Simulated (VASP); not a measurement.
A run of VASP 6.6.1 is set up as follows.

File INCAR:

```
SYSTEM = Si
PREC = Accurate
ENCUT = 520
EDIFF = 1E-7
ISMEAR = -1
SIGMA = 0.05
LREAL = .FALSE.
LASPH = .TRUE.
NELM = 60
ALGO = Normal
ISIF = 2
LWAVE = .FALSE.
LCHARG = .FALSE.
GGA = CA
NBANDS = 11
```

The input KPOINTS:

```
regular mesh
0
G
  9 9 9
  0 0 0
```

POSCAR

```
Si
1.0
    0.0000000000      2.7372166825      2.7372166825
    2.7372166825      0.0000000000      2.7372166825
    2.7372166825      2.7372166825      0.0000000000
Si
2
Direct
    0.5000000000      0.5000000000      0.5000000000
    0.7500000000      0.7500000000      0.7500000000
```

Potentials or basis: VASP PAW LDA potentials, release 64 (Si).

Command:

```bash
$ cat potpaw_LDA.64/Si/POTCAR > POTCAR
$ mpirun -np 1 vasp_std > vasp.out
```

**Question.** Predict the pressure.

**Answer.** -3.5 GPa.

**Question.** What does it give for the band gap on the k mesh?

**Answer.** 0.52 eV, indirect (least direct gap 2.51 eV).

 A k mesh can miss the band edges.
